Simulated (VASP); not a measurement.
**Al: single point with r2SCAN**

The system is Al.

```
CELL_PARAMETERS angstrom
2.81245 0.00000 0.00000
-1.40623 2.43566 0.00000
0.00000 0.00000 4.86685
ATOMIC_POSITIONS crystal
Al 0.66667 0.33333 0.75000
Al 0.33333 0.66667 0.25000
```

* Program: VASP 6.6.1
* Task: single point
* Functional: r2SCAN
* Potentials or basis: VASP PAW PBE potentials, release 64 (Al)
* Cutoff: 550 eV
* k mesh: 11 × 11 × 6
* Occupations: fermi-dirac, width 0.05 eV
* Spin: no spin polarisation

The pressure is -3.1 GPa. The band gap on the k mesh is zero (band 3 reaches 11.57 eV, above the bottom of band 4 at 4.86 eV).

Stress tensor (GPa, compression positive):
```
-1.25  0.00  0.00
 0.00 -1.25  0.00
 0.00  0.00 -6.86
```

Levels at points of the mesh, in eV from the Fermi level:
| k point | band 1 | band 2 | band 3 | band 4 | band 5 | band 6 | band 7 | band 8 |
| --- | --- | --- | --- | --- | --- | --- | --- | --- |
| (0.00, 0.00, 0.00) | -11.82 | -5.31 | -5.30 | 11.74 | 12.21 | 12.21 | 12.32 | 12.32 |
| (0.00, 0.00, 0.50) | -10.17 | -10.17 | 2.50 | 2.50 | 13.17 | 13.17 | 13.17 | 13.17 |

Run time: 33 s on 1 thread of Intel(R) Xeon(R) Platinum 8488C (Sapphire Rapids), on a shared host, peak memory 0.16 GiB.

Caveat: the PAW data sets were made with another functional, which shifts forces and pressure a little.
